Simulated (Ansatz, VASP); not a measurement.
Two plane-wave programs on In2SbN

The input INCAR:

```
ALGO = Normal ; EDIFF = 1E-7
ENCUT = 520 ; GGA = PE
ISIF = 2 ; ISMEAR = 0
LASPH = T ; LCHARG = T
LELF = T ; LREAL = F
LVHAR = T ; LWAVE = F
NBANDS = 26 ; NELM = 80
PREC = Accurate ; SIGMA = 0.1
```

KPOINTS

```
k-points
0
Gamma
  4 4 4
```

The input POSCAR:

```
In2SbN
1.0
    4.2284483700      0.0000000000      0.0000000000
    0.0000000000      4.2284483700      0.0000000000
    0.0000000000      0.0000000000      5.4424508400
In Sb N
2 1 1
Direct
    0.0000000000      0.0000000000      0.7048468800
    0.0000000000      0.0000000000      0.2951531200
    0.5000000000      0.5000000000      0.0000000000
    0.0000000000      0.0000000000      0.0000000000
```

Input for Ansatz:

```yaml
crystal:
  lattice:
    - [4.22844837, 0.0, 0.0]
    - [0.0, 4.22844837, 0.0]
    - [0.0, 0.0, 5.44245084]
  atoms:
    - { symbol: In, position: [0.0, 0.0, 0.70484688] }
    - { symbol: In, position: [0.0, 0.0, 0.29515312] }
    - { symbol: Sb, position: [0.5, 0.5, 0.0] }
    - { symbol: "N", position: [0.0, 0.0, 0.0] }
basis:
  ecutwfc: 420
kpoints:
  mp_grid: { grid: [4, 4, 4] }
hamiltonian:
  xc: pbe
scf:
  occupations: { method: gaussian, width: 0.1 }
  lower_state_search: "off"
output:
  forces: true
  stress: true
  eigenvalues: true
```

Alike in both runs: task single point; functional PBE; k mesh 4 × 4 × 4; occupations gaussian, width 0.1 eV; no spin polarisation.

|  | VASP | Ansatz |
| --- | --- | --- |
| version | VASP 6.6.1 | Ansatz 0.2.0 |
| potentials or method | VASP PAW PBE potentials, release 64 (In_d, Sb, N), cutoff 520 eV | scalar-relativistic, plane waves, PAW |
| valence electrons in the cell | 36 | 46 |

Ansatz gave:

- gap on the k mesh at the Fermi level (eV): none
- rms of the force components (eV/Å): 4.952

Which values does VASP return?

gap on the k mesh at the Fermi level (eV): none; rms of the force components (eV/Å): 4.387.

Atom by atom the forces differ by 0.564 eV/Å (rms over components). A gap of «none» marks a metal or a gap that the smearing closes. With one functional, cell and mesh, what is left measures potentials, basis and numerics. VASP's potentials hold 36 valence electrons a cell and Ansatz's 46, so a difference there can come from the potentials and not from the codes.

The k mesh is coarse, so the values compare programs but aren't converged. Spin-orbit coupling is off throughout.
